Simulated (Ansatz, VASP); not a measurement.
This is a calculation of TiO2 for VASP 6.6.1.

Contents of INCAR:

```
SYSTEM = TiO2
ALGO = Normal ; EDIFF = 1E-6
ENCUT = 520 ; GGA = PE
ISIF = 2 ; ISMEAR = -1
LASPH = .TRUE. ; LCHARG = .FALSE.
LREAL = .FALSE. ; LWAVE = .FALSE.
NBANDS = 60 ; NELM = 100
PREC = Accurate ; SIGMA = 0.05
```

KPOINTS

```
k-points
0
G
  8 8 8
  0 0 0
```

Contents of POSCAR:

```
TiO2
1.0
   -4.3507577183      4.3507577183      1.8875555959
    4.3507577183     -4.3507577183      1.8875555959
    4.3507577183      4.3507577183     -1.8875555959
Ti O
4 8
Direct
    0.2922817050      0.9971447550      0.2894264600
    0.0028552450      0.2922817050      0.2951369500
    0.9971447550      0.7077182950      0.7048630500
    0.7077182950      0.0028552450      0.7105735400
    0.4988638250      0.8492152850      0.3480791100
    0.1616620200      0.1596026000      0.3212646200
    0.1507847150      0.4988638250      0.6496485400
    0.1596026000      0.8383379800      0.9979405800
    0.8403974000      0.1616620200      0.0020594200
    0.8492152850      0.5011361750      0.3503514600
    0.8383379800      0.8403974000      0.6787353800
    0.5011361750      0.1507847150      0.6519208900
```

Potentials or basis: VASP PAW PBE potentials, release 64 (Ti_sv, O).

Command:

```sh
$ cat potpaw_PBE.64/Ti_sv/POTCAR potpaw_PBE.64/O/POTCAR > POTCAR
$ mpirun -np 1 vasp_std > vasp.out
```

Q: Set up the same calculation for Ansatz 0.2.0. Potentials there: Ansatz PAW.

A: As run (the cutoff follows the program's own potentials):

File input.yaml:

```yaml
crystal:
  lattice:
    - [-4.3507577183, 4.3507577183, 1.8875555959]
    - [4.3507577183, -4.3507577183, 1.8875555959]
    - [4.3507577183, 4.3507577183, -1.8875555959]
  atoms:
    - { symbol: Ti, position: [0.292281705, 0.997144755, 0.28942646] }
    - { symbol: Ti, position: [0.002855245, 0.292281705, 0.29513695] }
    - { symbol: Ti, position: [0.997144755, 0.707718295, 0.70486305] }
    - { symbol: Ti, position: [0.707718295, 0.002855245, 0.71057354] }
    - { symbol: O, position: [0.498863825, 0.849215285, 0.34807911] }
    - { symbol: O, position: [0.16166202, 0.1596026, 0.32126462] }
    - { symbol: O, position: [0.150784715, 0.498863825, 0.64964854] }
    - { symbol: O, position: [0.1596026, 0.83833798, 0.99794058] }
    - { symbol: O, position: [0.8403974, 0.16166202, 0.00205942] }
    - { symbol: O, position: [0.849215285, 0.501136175, 0.35035146] }
    - { symbol: O, position: [0.83833798, 0.8403974, 0.67873538] }
    - { symbol: O, position: [0.501136175, 0.150784715, 0.65192089] }
hamiltonian:
  xc: pbe
  pseudopotentials: { kind: paw }
kpoints:
  mp_grid: { grid: [8, 8, 8] }
scf:
  occupations: { method: fermi_dirac, width: 0.05 }
output:
  forces: true
  stress: true
  eigenvalues: true
```

Potentials or basis: Ansatz PAW.

Command:

```sh
$ ansatz run input.yaml --threads 4 --pin off --max-ram 11264MiB --backend cpu --events-out ev --progress --plain --runs-dir out
```

Both were run:

|  | VASP | Ansatz | Ansatz less VASP |
| --- | --- | --- | --- |
| gap on the k mesh at the Fermi level (eV) | 1.62 | 1.64 | +0.020 |
| least direct gap on the mesh (eV) | 2.31 | 2.33 | +0.019 |
| pressure (GPa) | 3.8 | 3.2 | -0.63 |
| traceless stress, the component that is largest in VASP (GPa) | 0.13 | 0.24 | +0.115 |
| rms of the force components (eV/Å) | 0.049 | 0.074 | +0.0246 |

Atom by atom the forces differ by 0.028 eV/Å (rms over components). With one functional, cell and mesh, what is left measures potentials, basis and numerics.
